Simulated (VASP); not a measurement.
**LiMg12 (a cell with a defect): single point with PBE**

The system is LiMg12 (a cell with a defect).

```
CELL_PARAMETERS angstrom
6.42000 0.00000 0.00000
-4.81500 8.33982 0.00000
0.00000 0.00000 5.21304
ATOMIC_POSITIONS crystal
Mg 0.96764 0.96851 0.99393
Mg 0.18344 0.23731 0.57992
Mg 0.00426 0.33487 0.03203
Mg 0.16852 0.55897 0.48456
Mg 0.10160 0.70850 0.99336
Mg 0.18234 0.90942 0.49049
Mg 0.53431 0.01422 0.98182
Mg 0.68678 0.21722 0.50479
Mg 0.40941 0.26453 0.10047
Mg 0.69669 0.58244 0.38445
Mg 0.51045 0.64173 0.92266
Mg 0.65526 0.88604 0.47608
Li 0.73532 0.45649 0.80977
```

```
Program                : VASP 6.6.1
Task                   : single point
Functional             : PBE
Potentials or basis    : VASP PAW PBE potentials, release 64 (Mg, Li_sv)
Cutoff                 : 520 eV
k mesh                 : 4 × 3 × 4
Occupations            : gaussian, width 0.05 eV
Spin                   : no spin polarisation
Dipole correction      : no
Further INCAR settings : ALGO = Normal; EDIFF = 1e-07; NBANDS = 26
```

| Property | Result |
| --- | --- |
| Largest force | 0.017 eV/Å |
| Band gap on the k mesh | zero (an odd number of electrons rules out a gap without spin polarisation) |

Forces in eV/Å, atoms in the order of the input:
```
Mg  -0.001 -0.006 -0.007
Mg   0.001 -0.001  0.002
Mg   0.006 -0.004  0.000
Mg   0.008  0.000  0.001
Mg   0.002  0.009 -0.002
Mg  -0.001  0.006  0.001
Mg   0.002 -0.003  0.000
Mg   0.004  0.002  0.003
Mg  -0.007 -0.011  0.004
Mg  -0.008 -0.003 -0.006
Mg  -0.002  0.012  0.012
Mg   0.000 -0.001 -0.002
Li  -0.004  0.000 -0.007
```

Levels at points of the mesh, in eV from the Fermi level:
| k point | band 10 | band 11 | band 12 | band 13 | band 14 | band 15 | band 16 | band 17 |
| --- | --- | --- | --- | --- | --- | --- | --- | --- |
| (0.00, 0.00, 0.00) | -1.52 | -0.44 | -0.23 | 0.09 | 0.16 | 0.39 | 0.56 | 1.24 |
| (0.50, 0.00, 0.00) | -0.69 | -0.58 | -0.47 | -0.35 | -0.22 | 0.06 | 0.13 | 0.24 |
| (0.00, 0.00, 0.50) | -2.01 | -1.81 | -1.19 | -1.16 | -0.83 | -0.57 | 0.87 | 1.00 |
| (0.50, 0.00, 0.50) | -1.15 | -1.01 | -0.74 | -0.60 | 0.46 | 0.52 | 0.78 | 0.89 |

Run time: 3 min on 1 thread of Intel(R) Xeon(R) Platinum 8488C (Sapphire Rapids) (shared host), peak memory 0.43 GiB.
